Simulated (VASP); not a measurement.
Crystal: PbSe.

```xyz
2
Lattice="3.7843 0.0000 0.0000 0.0000 3.7843 0.0000 0.0000 0.0000 3.7843" Properties=species:S:1:pos:R:3 pbc="T T T"
Pb    0.0000    0.0000    0.0000
Se    1.8922    1.8922    1.8922
```

```yaml
Program: VASP 6.6.1
Task: relaxation of cell and atoms
Functional: PBEsol
Dispersion: D4
Potentials_or_basis: VASP PAW PBE potentials, release 64 (Pb_d, Se)
Cutoff: 600 eV
k_mesh: 7 × 7 × 7
Occupations: fermi-dirac, width 0.05 eV
Spin: no spin polarisation
```

At the start: pressure -4.6 GPa; volume 27.10 Å³/atom.

Q: How do energy, volume and symmetry change on relaxing?

A: Over 3 steps the energy falls by 36.7 meV/atom and the volume is 24.76 Å³/atom (-8.6 %); space group Pm-3m (No. 221, to 0.05 Å).

Step by step:
```
step  energy change (eV)  largest force (eV/Å)  pressure (GPa)  volume (Å³)
   1              0.0000                0.0000           -4.60        54.20
   2             -0.0672                0.0000            1.66        48.32
   3             -0.0733                0.0000            0.01        49.52
```

Final structure:
```
Pb Se
1.0
     3.67208    0.00000    0.00000
     0.00000    3.67208    0.00000
     0.00000    0.00000    3.67208
Pb Se
1 1
Direct
  0.00000 0.00000 0.00000
  0.50000 0.50000 0.50000
```

Caveat: the PAW data sets were made with another functional, which shifts forces and pressure a little; pairwise dispersion overbinds metals, which lowers pressure and volume.
